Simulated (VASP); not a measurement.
Here is a VASP 6.6.1 calculation.

File INCAR:

```
SYSTEM = Ca4Pt
PREC = Accurate
ENCUT = 520
EDIFF = 1E-7
ISMEAR = 0
SIGMA = 0.1
LREAL = .FALSE.
LASPH = .TRUE.
NELM = 100
ALGO = Normal
ISIF = 2
LWAVE = .FALSE.
LCHARG = .TRUE.
GGA = PE
LELF = .TRUE.
LVHAR = .TRUE.
NBANDS = 33
```

The input KPOINTS:

```
regular mesh
0
G
  8 8 8
  0 0 0
```

Contents of POSCAR:

```
Ca4Pt
1.0
    5.6685596465      0.0000000000      0.0000000000
    0.0000000000      5.6685596465      0.0000000000
    0.0000000000      0.0000000000      5.6685596465
Ca Pt
4 1
Direct
    0.0000000000      0.5000000000      0.5000000000
    0.5000000000      0.0000000000      0.5000000000
    0.5000000000      0.5000000000      0.0000000000
    0.0000000000      0.0000000000      0.0000000000
    0.5000000000      0.5000000000      0.5000000000
```

Potentials or basis: VASP PAW PBE potentials, release 64 (Ca_sv, Pt).

Launch:

```bash
$ cat potpaw_PBE.64/Ca_sv/POTCAR potpaw_PBE.64/Pt/POTCAR > POTCAR
$ mpirun -np 1 vasp_std > vasp.out
```

(1) Predict the band gap on the k mesh.

(2) Predict the pressure.

## Answers

(1) zero (band 25 reaches 2.90 eV, above the bottom of band 26 at 1.71 eV).

(2) 0.1 GPa.

Caveat: spin-orbit coupling is left out, which moves the levels of the heavy elements.
